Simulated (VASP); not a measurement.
A run of VASP 6.6.1:

Contents of INCAR:

```
ALGO     = Normal         # electronic algorithm
EDIFF    = 1E-6           # SCF threshold, eV
ENCUT    = 520            # plane-wave cutoff, eV
GGA      = PS             # functional
GGA_COMPAT= F            
ISIF     = 2              # what is computed and relaxed
ISMEAR   = -1             # smearing method
LASPH    = T              # aspherical terms in the spheres
LCHARG   = F              # write CHGCAR
LMAXMIX  = 4              # l up to which the mixer works
LNONCOLLINEAR= T              # non-collinear magnetism
LORBIT   = 11             # projections on sites
LORBMOM  = T            
LREAL    = F              # projectors in reciprocal space
LSORBIT  = T              # spin-orbit coupling
LWAVE    = F              # write WAVECAR
MAGMOM   = 0 0 0 0 0 0    # initial moments
NBANDS   = 34             # bands
NELM     = 150            # most SCF steps
PREC     = Accurate       # precision mode
SIGMA    = 0.05           # smearing width, eV
```

Contents of KPOINTS:

```
k-points
0
Gamma
  8 8 8
```

POSCAR

```
CuAu
1.0
    1.4430568479      0.8331492596      4.2561707609
   -1.4430568479      0.8331492596      4.2561707609
    0.0000000000     -1.6662985192      4.2561707609
Au Cu
1 1
Direct
    0.0000000000      0.0000000000      0.0000000000
    0.5000000000      0.5000000000      0.5000000000
```

Potentials or basis: VASP PAW PBE potentials, release 64 (Au, Cu).

Command:

```sh
$ cat potpaw_PBE.64/Au/POTCAR potpaw_PBE.64/Cu/POTCAR > POTCAR
$ mpirun -np 1 vasp_ncl > vasp.out
```

Hardware: 1 thread of AMD EPYC 9R45 96-Core Processor (Zen 5), on a shared host.

Question: Estimate the wall time of this run.

Answer: Run time: 4.3 min on 1 thread of AMD EPYC 9R45 96-Core Processor (Zen 5) (shared host), peak memory 0.39 GiB. Counts: scf iterations 14, k points 65.
